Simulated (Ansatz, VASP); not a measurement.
## Ga: VASP beside Ansatz

```
Ga
1.0
    -2.60916    2.40298    1.41555
     2.40298   -2.60916    1.41555
     3.00046    3.00046   -1.79317
Ga
2
Direct
  0.99013 0.00987 0.00000
  0.75987 0.24013 0.50000
```

Alike in both runs: task single point; functional BLYP; k mesh 15 × 15 × 9; occupations fermi-dirac, width 0.1 eV; no spin polarisation.

|  | VASP | Ansatz |
| --- | --- | --- |
| version | VASP 6.6.1 | Ansatz 0.2.0 |
| potentials or method | VASP PAW PBE potentials, release 64 (Ga_d), cutoff 520 eV | plane waves (420 eV) with PAW, scalar-relativistic |
| valence electrons in the cell | 26 | 26 |

VASP gave:

- pressure (GPa): 3.1
- traceless stress, the component that is largest in VASP (GPa): -0.40

Task: Estimate Ansatz's values.

Result: Pressure (GPa): 3.1; traceless stress, the component that is largest in VASP (GPa): -0.39.

VASP's potentials were made for PBE, not for BLYP.
